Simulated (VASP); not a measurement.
# S (Fm-3m) in VASP: further runs

S is run at these levels: PBE; tasks: single point, relaxation of cell and atoms.

All numbers are computed with VASP 6.6.1; they aren't measurements. Logs are shortened: lines on timing, memory, paths and dates and some standing lists are left out, and cuts for length are marked.

## Step 1: The cell of the first run

The structure is cubic, space group Fm-3m (No. 225). The conventional cell has a = 3.193 Å, b = 3.193 Å, c = 3.193 Å, α = 90.00°, β = 90.00°, γ = 90.00°. S (site symmetry m-3m) has 12 S at 2.26 Å within 3.0 Å.

## Step 2: Single point, PBE

Input file INCAR:

```
SYSTEM = S
PREC = Accurate ; ENCUT = 520
EDIFF = 1E-6 ; ISMEAR = -1
SIGMA = 0.08 ; LREAL = .False.
LASPH = .True. ; NELM = 60
ALGO = Normal ; ISIF = 2
LWAVE = .False. ; LCHARG = .False.
GGA = PE ; NBANDS = 9
```

Input file KPOINTS:

```
Automatic mesh
0
Gamma
  20 20 20
  0 0 0
```

Input file POSCAR:

```
S
1.0
    0.0000000000      1.5966549456      1.5966549456
    1.5966549456      0.0000000000      1.5966549456
    1.5966549456      1.5966549456      0.0000000000
S
1
Direct
    0.0000000000      0.0000000000      0.0000000000
```

Potentials or basis: VASP PAW PBE potentials, release 64 (S).

Command:

```console
$ cat potpaw_PBE.64/S/POTCAR > POTCAR
$ mpirun -np 1 vasp_std > vasp.out
```

OUTCAR:

```text
SYSTEM = S
   PREC = Accurate
   ENCUT = 520
   EDIFF = 1E-6
   ISMEAR = -1
   LREAL = .False.
   LASPH = .True.
   NELM = 60
   ISIF = 2
   GGA = PE

 ion  position               nearest neighbor table
   1  0.000  0.000  0.000-

  LATTYP: Found a face centered cubic cell.
 ALAT       =     3.1933098912

  Lattice vectors:

 A1 = (   0.0000000000,   1.5966549456,   1.5966549456)
 A2 = (   1.5966549456,   0.0000000000,   1.5966549456)
 A3 = (   1.5966549456,   1.5966549456,   0.0000000000)

Analysis of symmetry for initial positions (statically):
=====================================================================
 Subroutine PRICEL returns:
 Original cell was already a primitive cell.

 Routine SETGRP: Setting up the symmetry group for a
 face centered cubic supercell.

 Subroutine GETGRP returns: Found 48 space group operations
 (whereof 48 operations were pure point group operations)
 out of a pool of 48 trial point group operations.

The static configuration has the point symmetry O_h .

Analysis of symmetry for dynamics (positions and initial velocities):
=====================================================================
 Subroutine PRICEL returns:
 Original cell was already a primitive cell.

 Routine SETGRP: Setting up the symmetry group for a
 face centered cubic supercell.

 Subroutine GETGRP returns: Found 48 space group operations
 (whereof 48 operations were pure point group operations)
 out of a pool of 48 trial point group operations.

The dynamic configuration has the point symmetry O_h .

 Subroutine INISYM returns: Found 48 space group operations
 (whereof 48 operations are pure point group operations),
 and found     1 'primitive' translations

----------------------------------------------------------------------------------------

                                     Primitive cell

  volume of cell :       8.1407

  direct lattice vectors                    reciprocal lattice vectors
     0.000000000  1.596654946  1.596654946    -0.313154700  0.313154700  0.313154700
     1.596654946  0.000000000  1.596654946     0.313154700 -0.313154700  0.313154700
     1.596654946  1.596654946  0.000000000     0.313154700  0.313154700 -0.313154700

  length of vectors
     2.258011078  2.258011078  2.258011078     0.542399850  0.542399850  0.542399850

  position of ions in fractional coordinates (direct lattice)
     0.000000000  0.000000000  0.000000000

  ion indices of the primitive-cell ions
   primitive index   ion index
                 1           1

----------------------------------------------------------------------------------------

 KPOINTS: Automatic mesh

Automatic generation of k-mesh.
 Grid dimensions read from file:
 generate k-points for:   20   20   20

 Generating k-lattice:

  Cartesian coordinates                     Fractional coordinates (reciprocal lattice)
    -0.015657735  0.015657735  0.015657735     0.050000000  0.000000000  0.000000000
     0.015657735 -0.015657735  0.015657735     0.000000000  0.050000000  0.000000000
     0.015657735  0.015657735 -0.015657735     0.000000000  0.000000000  0.050000000

  Length of vectors
     0.027119993  0.027119993  0.027119993

  Shift w.r.t. Gamma in fractional coordinates (k-lattice)
     0.000000000  0.000000000  0.000000000

 Subroutine IBZKPT returns following result:
 ===========================================

 Found    256 irreducible k-points:

 Following reciprocal coordinates:
            Coordinates               Weight
  0.000000  0.000000  0.000000      1.000000
  0.050000  0.000000  0.000000      8.000000
  0.100000  0.000000  0.000000      8.000000
  0.150000  0.000000  0.000000      8.000000
  0.200000  0.000000  0.000000      8.000000
  0.250000  0.000000  0.000000      8.000000
[... 16 lines left out ...]
 -0.400000  0.050000  0.000000     24.000000
 -0.350000  0.050000  0.000000     24.000000
 [... further k-points ...]
   k-points           NKPTS =    256   k-points in BZ     NKDIM =    256   number of bands    NBANDS=      9
   number of dos      NEDOS =    301   number of ions     NIONS =      1
   total plane-waves  NPLWV =   5832
   dimension x,y,z NGX =    18 NGY =   18 NGZ =   18
   dimension x,y,z NGXF=    36 NGYF=   36 NGZF=   36
   ions per type =               1
   NGX,Y,Z   is equivalent  to a cutoff of  13.25, 13.25, 13.25 a.u.
   NGXF,Y,Z  is equivalent  to a cutoff of  26.50, 26.50, 26.50 a.u.
 SYSTEM =  S
   PREC   = accura    normal or accurate (medium, high low for compatibility)
   ISTART =      0    job   : 0-new  1-cont  2-samecut
   ICHARG =      2    charge: 1-file 2-atom 10-const
   ISPIN  =      1    spin polarized calculation?
   LNONCOLLINEAR =      F non collinear calculations
   LSORBIT =      F    spin-orbit coupling
   LASPH  =      T    aspherical Exc in radial PAW
   ENCUT  =  520.0 eV  38.22 Ry    6.18 a.u.   4.20  4.20  4.20*2*pi/ulx,y,z
   NELM   =     60;   NELMIN=  2; NELMDL= -5     # of ELM steps
   EDIFF  = 0.1E-05   stopping-criterion for ELM
   LREAL  =      F    real-space projection
[... 7 lines left out ...]
   TEBEG  =    0.0;   TEEND  =   0.0 temperature during run
   PSTRESS=    0.0 pullay stress
   NELECT =       6.0000    total number of electrons
   NUPDOWN=      -1.0000    fix difference up-down
   EMIN   =  10.00;   EMAX   =-10.00  energy-range for DOS
   EFERMI =   0.00;   METHOD = LEGACY
   ISMEAR =    -1;   SIGMA  =   0.08  broadening in eV -4-tet -1-fermi 0-gaus
   EFERMI_NEDOS =   21; number of points for ismear=-14 and -15
   IALGO  =     38    algorithm
   IMIX   =      4    mixing-type and parameters
     AMIX     =   0.40;   BMIX     =  1.00
     AMIX_MAG =   1.60;   BMIX_MAG =  1.00
  volume/ion in A,a.u.               =       8.14        54.94
  Fermi-wavevector in a.u.,A,eV,Ry     =   1.478782  2.794493 29.753172  2.186796
  Thomas-Fermi vector in A             =   2.593021
   LORBIT       =      0    0 simple, 1 ext, 2 COOP (PROOUT), +10 PAW based schemes
   GGA     = PE    functional components
[... 5 lines left out ...]
 non-spin polarized calculation
  energy-cutoff  :      520.00
  volume of cell :        8.14
 maximum number of plane-waves:       229
 NGX is ok and might be reduce to    18
   NGX =  9   NGY =  9   NGZ =  9

 number of electron       6.0000001 magnetization

 Free energy of the ion-electron system (eV)
  ---------------------------------------------------
  ext. energy  EPLUGINS =         0.00000000
  ---------------------------------------------------
  free energy    TOTEN  =        -0.09175174 eV

  energy without entropy =       -0.08542004  energy(sigma->0) =       -0.08858589

 E-fermi :  20.1940     XC(G=0): -14.5311

 val. band max:       20.1492268777   @ k =   0.5000   0.3000   0.0000
 cond. band min:      20.2066573838   @ k =  -0.4500   0.1500   0.0000
 fundamental gap:      0.0574305061
 Fermi energy:        20.1940261334

 k-point     1 :       0.0000    0.0000    0.0000
  band No.  band energies     occupation
      1      -5.8870      2.00000
      2      28.9969      0.00000
      3      28.9969      0.00000
      4      28.9969      0.00000
      5      32.4050      0.00000
      6      32.4050      0.00000
      7      32.4050      0.00000
      8      41.5395      0.00000
      9      41.9635      0.00000

 k-point     2 :       0.0500    0.0000    0.0000
  band No.  band energies     occupation
      1      -5.7833      2.00000
      2      27.6547      0.00000
      3      28.6896      0.00000
      4      28.6896      0.00000
      5      32.8314      0.00000
      6      32.8314      0.00000
      7      32.9795      0.00000
      8      41.5278      0.00000
      9      41.5298      0.00000

 k-point     3 :       0.1000    0.0000    0.0000
  band No.  band energies     occupation
      1      -5.4727      2.00000
      2      25.0727      0.00000
      3      28.0537      0.00000
      4      28.0537      0.00000
      5      33.5514      0.00000
      6      33.7695      0.00000
      7      33.7695      0.00000
      8      40.5543      0.00000
      9      40.5543      0.00000

 k-point     4 :       0.1500    0.0000    0.0000
  band No.  band energies     occupation
      1      -4.9560      2.00000
      2      22.1984      0.00000
      3      27.3948      0.00000
      4      27.3948      0.00000
      5      33.7601      0.00000
      6      34.6668      0.00000
      7      34.6668      0.00000
      8      39.7186      0.00000
      9      39.7186      0.00000

 k-point     5 :       0.2000    0.0000    0.0000
  band No.  band energies     occupation
      1      -4.2344      2.00000
      2      19.2898      1.99998
      3      26.8224      0.00000
      4      26.8224      0.00000
      5      33.7846      0.00000
      6      34.8419      0.00000
      7      34.8419      0.00000
      8      39.8356      0.00000
      9      39.8356      0.00000

 k-point     6 :       0.2500    0.0000    0.0000
  band No.  band energies     occupation
      1      -3.3103      2.00000
      2      16.4477      2.00000
      3      26.3694      0.00000
      4      26.3694      0.00000
      5      33.7561      0.00000
      6      34.1716      0.00000
      7      34.1716      0.00000
      8      41.0994      0.00000
      9      41.0994      0.00000
[... 169 lines left out ...]
 k-point    21 :       0.5000    0.0500    0.0000
  band No.  band energies     occupation
      1       3.4724      2.00000
      2       5.3572      2.00000
      3      24.8297      0.00000
      4      25.1471      0.00000
      5      30.6152      0.00000
      6      31.6884      0.00000
      7      34.5062      0.00000
      8      40.3698      0.00000
      9      48.8217      0.00000

 k-point    22 :      -0.4500    0.0500    0.0000
  band No.  band energies     occupation
      1       2.9567      2.00000
      2       5.9339      2.00000
      3      24.5348      0.00000
      4      25.4670      0.00000
      5      30.9735      0.00000
      6      31.4329      0.00000
      7      34.4635      0.00000
      8      40.4523      0.00000
      9      48.7743      0.00000

 k-point    23 :      -0.4000    0.0500    0.0000
  band No.  band energies     occupation
      1       1.2690      2.00000
      2       8.0477      2.00000
      3      24.3340      0.00000
      4      25.8447      0.00000
      5      31.4604      0.00000
      6      31.5810      0.00000
      7      34.3850      0.00000
      8      40.8729      0.00000
      9      46.7397      0.00000

 k-point    24 :      -0.3500    0.0500    0.0000
  band No.  band energies     occupation
      1      -0.2949      2.00000
      2      10.3998      2.00000
      3      24.2539      0.00000
      4      26.2560      0.00000
      5      31.7847      0.00000
      6      32.3996      0.00000
      7      34.3022      0.00000
      8      41.5675      0.00000
      9      44.4572      0.00000

 [... further k-points ...]

------------------------ aborting loop because EDIFF is reached ----------------------------------------

  FORCE on cell =-STRESS in cart. coord.  units (eV):
  Direction    XX          YY          ZZ          XY          YZ          ZX
  --------------------------------------------------------------------------------------
  -------------------------------------------------------------------------------------
  Total       10.0230566     10.0230566     10.0230566     -0.0000000      0.0000000     -0.0000000
  in kB     1972.6387308   1972.6387308   1972.6387308     -0.0000000      0.0000000     -0.0000000
  external PRESSURE =    1972.6387308 kB  Pullay stress =       0.0000000 kB

 VOLUME and BASIS-vectors are now :
 -----------------------------------------------------------------------------
  energy-cutoff  :      520.00
  volume of cell :        8.14
      direct lattice vectors                 reciprocal lattice vectors
     0.000000000  1.596654946  1.596654946    -0.313154700  0.313154700  0.313154700
     1.596654946  0.000000000  1.596654946     0.313154700 -0.313154700  0.313154700
     1.596654946  1.596654946  0.000000000     0.313154700  0.313154700 -0.313154700

 POSITION                                       TOTAL-FORCE (eV/Angst)
 -----------------------------------------------------------------------------------
      0.00000      0.00000      0.00000         0.000000     -0.000000     -0.000000
 -----------------------------------------------------------------------------------
    total drift:                               -0.000000     -0.000000     -0.000000

  FREE ENERGIE OF THE ION-ELECTRON SYSTEM (eV)
  ---------------------------------------------------
  free  energy   TOTEN  =        -0.0917517439 eV

  energy  without entropy=       -0.0854200371  energy(sigma->0) =       -0.08858589
```

Wall time 8.1 s (1 thread of AMD EPYC 9R45 (Zen 5), shared host); peak memory 0.09 GiB.

Results:

| Property | Result |
| --- | --- |
| Free energy | -0.0918 eV |
| Pressure | 197.3 GPa |
| Band gap on the k mesh | zero (band 3 reaches 29.00 eV, above the bottom of band 4 at 12.94 eV) |

## Step 3: Single point, PBE

Edit INCAR of step 2 so:

```diff
@@ -4,3 +4,3 @@
 SIGMA = 0.08 ; LREAL = .False.
-LASPH = .True. ; NELM = 60
+LASPH = .True. ; NELM = 80
 ALGO = Normal ; ISIF = 2
```

Input file KPOINTS:

```
regular mesh
0
Gamma
  20 20 20
  0 0 0
```

Input file POSCAR:

```
S
1.0
    0.0000000000      1.5970732770      1.5970732770
    1.5970732770      0.0000000000      1.5970732770
    1.5970732770      1.5970732770      0.0000000000
S
1
Direct
    0.0000000000      0.0000000000      0.0000000000
```

Potentials or basis: VASP PAW PBE potentials, release 64 (S).

Command:

```console
$ cat potpaw_PBE.64/S/POTCAR > POTCAR
$ mpirun -np 1 vasp_std > vasp.out
```

Run time: 8.2 s. Hardware: 1 thread of AMD EPYC 9R45 (Zen 5), shared host; peak memory 0.09 GiB.

It converged, with:

* Free energy: -0.0996 eV
* Pressure: 196.7 GPa
* Band gap on the k mesh: zero (band 3 reaches 28.97 eV, above the bottom of band 4 at 12.93 eV)

Levels at points of the mesh, in eV from the Fermi level:
```tsv
k point	band 1	band 2	band 3	band 4	band 5	band 6
(0.00, 0.00, 0.00)	-26.07	8.79	8.79	8.79	12.21	12.21
(0.50, 0.00, 0.00)	-16.54	-15.20	5.44	5.44	10.82	10.82
(0.50, 0.50, 0.00)	-13.09	-12.12	-1.46	-1.46	1.70	4.69
```

## Step 4: Single point, PBE

This run uses another cell than the first one, of 15.89 Å³/atom, 1.952 times its volume.

Input file INCAR:

```
PREC = Accurate ; ENCUT = 520
EDIFF = 1E-7 ; ISMEAR = -1
SIGMA = 0.08 ; LREAL = False
LASPH = True ; NELM = 80
ALGO = Normal ; ISIF = 2
LWAVE = False ; LCHARG = False
GGA = PE ; NBANDS = 9
```

Input file KPOINTS:

```
Automatic mesh
0
Gamma
  17 17 17
```

Input file POSCAR:

```
S
1.0
    0.0000000000      1.9952990109      1.9952990109
    1.9952990109      0.0000000000      1.9952990109
    1.9952990109      1.9952990109      0.0000000000
S
1
Direct
    0.0000000000      0.0000000000      0.0000000000
```

Command:

```console
$ cat potpaw_PBE.64/S/POTCAR > POTCAR
$ mpirun -np 1 vasp_std > vasp.out
```

Run time: 12 s. Hardware: 1 thread of AMD EPYC 9R45 (Zen 5), shared host; peak memory 0.11 GiB.

The run converged. Its results:

* Free energy: -2.8373 eV
* Pressure: -0.2 GPa
* Band gap on the k mesh: zero (band 3 reaches 10.57 eV, above the bottom of band 4 at 5.06 eV)

Levels at points of the mesh, in eV from the Fermi level:
| k point | band 1 | band 2 | band 3 | band 4 | band 5 | band 6 | band 7 |
| --- | --- | --- | --- | --- | --- | --- | --- |
| (0.00, 0.00, 0.00) | -16.67 | 3.19 | 3.19 | 3.19 | 12.13 | 12.13 | 12.13 |

## Step 5: Relaxation of cell and atoms, PBE, target pressure 200 GPa, at which the enthalpy is minimised

This run uses another cell than the first one, of 8.12 Å³/atom, 0.997 times its volume.

Input file INCAR:

```
PREC = Accurate ; ENCUT = 600
EDIFF = 1E-6 ; ISMEAR = -1
SIGMA = 0.08 ; LREAL = F
LASPH = T ; NELM = 60
ALGO = Normal ; ISIF = 3
LWAVE = F ; LCHARG = F
GGA = PE ; IBRION = 2
NSW = 60 ; EDIFFG = -0.005
PSTRESS = 2000.0
```

Input file KPOINTS:

```
regular mesh
0
Gamma
  20 20 20
```

Input file POSCAR:

```
S
1.0
    0.0000000000      1.5951993132      1.5951993132
    1.5951993132      0.0000000000      1.5951993132
    1.5951993132      1.5951993132      0.0000000000
S
1
Direct
    0.0000000000      0.0000000000      0.0000000000
```

Command:

```console
$ cat potpaw_PBE.64/S/POTCAR > POTCAR
$ mpirun -np 1 vasp_std > vasp.out
```

Wall time 13 s (1 thread of AMD EPYC 9R45 (Zen 5), shared host); peak memory 0.09 GiB.

Results (log left out):

```yaml
Free_energy: -0.0520 eV
Relaxed_volume: 8.11 Å³/atom
Relaxed_cell: a = 2.255 Å, b = 2.255 Å, c = 2.255 Å, α = 60.00°, β = 60.00°, γ = 60.00°
Space_group_after_relaxing_to_0.05_Å: Fm-3m (No. 225)
Energy_change_on_relaxing_the_enthalpy_is_what_falls: +12.9 meV/atom
Ionic_steps: 3
Pressure_after_relaxing: 200.0 GPa
Band_gap_on_the_k_mesh: zero (band 3 reaches 29.14 eV, above the bottom of band 4 at 12.99 eV)
```

The path:
```
step  energy change (eV)  largest force (eV/Å)  pressure (GPa)  volume (Å³)
   1              0.0000                0.0000          199.13         8.12
   2              0.0653                0.0000          203.53         8.07
   3              0.0129                0.0000          200.00         8.11
```

Final structure:
```cif
data_structure
_symmetry_space_group_name_H-M 'P 1'
_symmetry_Int_Tables_number 1
_cell_length_a 2.2550
_cell_length_b 2.2550
_cell_length_c 2.2550
_cell_angle_alpha 60.000
_cell_angle_beta 60.000
_cell_angle_gamma 60.000
_cell_volume 8.11
loop_
_atom_site_label
_atom_site_type_symbol
_atom_site_fract_x
_atom_site_fract_y
_atom_site_fract_z
_atom_site_occupancy
S1 S 0.00000 0.00000 0.00000 1
```

Levels at points of the mesh, in eV from the Fermi level:
```
           k point  band 1  band 2  band 3  band 4  band 5  band 6
(0.00, 0.00, 0.00)  -26.15    8.85    8.85    8.85   12.21   12.21
(0.50, 0.00, 0.00)  -16.58  -15.27    5.48    5.48   10.82   10.82
(0.50, 0.50, 0.00)  -13.15  -12.14   -1.46   -1.46    1.66    4.70
```

Caveat: the cell is relaxed towards a set pressure, so the enthalpy falls and the energy may rise.

## Step 6: Summary

```csv
task,cell,k mesh,cutoff (eV),gap on the mesh (eV),pressure (GPa)
single point,"a = 2.258 Å, angles 60.0°, 1 atom",20 × 20 × 20,520,none,197.3
single point,"a = 2.259 Å, angles 60.0°, 1 atom",20 × 20 × 20,520,none,196.7
single point,"a = 2.822 Å, angles 60.0°, 1 atom",17 × 17 × 17,520,none,-0.2
relaxation of cell and atoms,"relaxed to 200 GPa from a = 2.256 Å, angles 60.0°, 1 atom",20 × 20 × 20,600,none,200.0
```

Alike in all rows: level PBE; potentials or basis VASP PAW PBE potentials, release 64 (S); no spin polarisation; smearing fermi-dirac 0.08 eV.

Caveats: the cell is relaxed towards a set pressure, so the enthalpy falls and the energy may rise (some runs).

Absolute energies hang on the potentials; compare differences alone.
